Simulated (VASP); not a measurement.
# BAs: single point with PBE+D3(BJ)

BAs:

```
B As
1.0
     0.00000    2.36914    2.36914
     2.36914    0.00000    2.36914
     2.36914    2.36914    0.00000
B As
1 1
Direct
  0.00000 0.00000 0.00000
  0.75000 0.75000 0.75000
```

This cell differs from its parent crystal: volume scaled by 0.98.

```yaml
Program: VASP 6.6.1
Task: single point
Functional: PBE
Dispersion: D3(BJ)
Potentials_or_basis: VASP PAW PBE potentials, release 64 (B, As)
Cutoff: 500 eV
k_mesh: 8 × 8 × 8
Occupations: gaussian, width 0.05 eV
Spin: no spin polarisation
```

```json
{
  "Pressure": "3.1 GPa",
  "Band gap on the k mesh": "1.16 eV, indirect (least direct gap 3.31 eV)",
  "Dispersion energy per atom": "-0.338 eV"
}
```

Levels at points of the mesh, in eV from the valence-band top:
```csv
k point,band 1,band 2,band 3,band 4,band 5,band 6,band 7,band 8
"(0.00, 0.00, 0.00)",-15.63,0.00,0.00,0.00,3.31,3.31,3.31,5.00
"(0.50, 0.00, 0.00)",-12.67,-8.97,-1.86,-1.86,2.84,4.81,4.81,8.91
"(0.50, 0.50, 0.00)",-11.31,-8.67,-4.18,-4.18,1.39,1.42,11.60,11.60
```

Wall time 7.8 s on 1 thread of Intel Xeon 8259CL (shared host), peak memory 0.15 GiB.

Caveat: three body term missing. A k mesh can miss the band edges.
